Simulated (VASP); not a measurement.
Wanted: the native input for a VASP 6.6.1 run.

```
Task                   : relaxation of cell and atoms
Functional             : PBE
Potentials or basis    : VASP PAW PBE potentials, release 64 (Li_sv, H_h)
Cutoff                 : 1230 eV
k mesh                 : 5 × 5 × 4
Occupations            : gaussian, width 0.2 eV
Spin                   : no spin polarisation
Dipole correction      : no
Further INCAR settings : ALGO = Normal; EDIFF = 1e-07; IBRION = 2; EDIFFG = -0.08; NSW = 36; ISIF = 3
```

The structure of Li3H2 lies in POSCAR:

```
Li3H2
1.0
    4.1680620500      0.0000000000      0.0000000000
   -2.0840310300      3.6096476200      0.0000000000
    0.0000000000      0.0000000000      3.8788449800
Li H
3 2
Direct
    0.7121885100      0.6731114400      0.0033792100
    0.3268885600      0.0390770700      0.0033792100
    0.9609229300      0.2878114900      0.0033792100
    0.6666666700      0.3333333300      0.9176210400
    0.3333333300      0.6666666700      0.1660946700
```

The cell was generated, and may not be a known phase.

One way to write it, as run:

INCAR

```
PREC = Accurate
ENCUT = 1230
EDIFF = 1E-7
ISMEAR = 0
SIGMA = 0.2
LREAL = F
LASPH = T
NELM = 120
ALGO = Normal
ISIF = 3
LWAVE = F
LCHARG = F
GGA = PE
IBRION = 2
NSW = 36
EDIFFG = -0.08
GGA_COMPAT = F
NELMIN = 4
```

KPOINTS

```
Automatic mesh
0
Gamma
  5 5 4
```

Potentials or basis: VASP PAW PBE potentials, release 64 (Li_sv, H_h).

Command:

```console
$ cat potpaw_PBE.64/Li_sv/POTCAR potpaw_PBE.64/H_h/POTCAR > POTCAR
$ mpirun -np 1 vasp_std > vasp.out
```

It gave:

```
Relaxed volume                        : 10.39 Å³/atom
Relaxed cell                          : a = 4.855 Å, b = 4.855 Å, c = 2.546 Å, α = 90.00°, β = 90.00°, γ = 120.00°
Space group after relaxing (to 0.1 Å) : P321 (No. 150)
Energy gained by relaxing             : 658.1 meV/atom
Ionic steps                           : 28
Pressure after relaxing               : 0.3 GPa
Largest force after relaxing          : 0.071 eV/Å
Band gap on the k mesh                : zero (an odd number of electrons rules out a gap without spin polarisation)
```

Caveat: the k points lie up to 0.62 Å⁻¹ apart in the final cell, too coarse for converged energies and pressures of a metal; a cell axis changed by over 15 % at a fixed basis, so the end point is rough; the relaxation stopped at a loose force limit of 0.08 eV/Å, so its end isn't a converged minimum.

Run time: 19 min on 1 thread of Intel(R) Xeon(R) 6975P-C (Granite Rapids), on a shared host, peak memory 0.33 GiB.
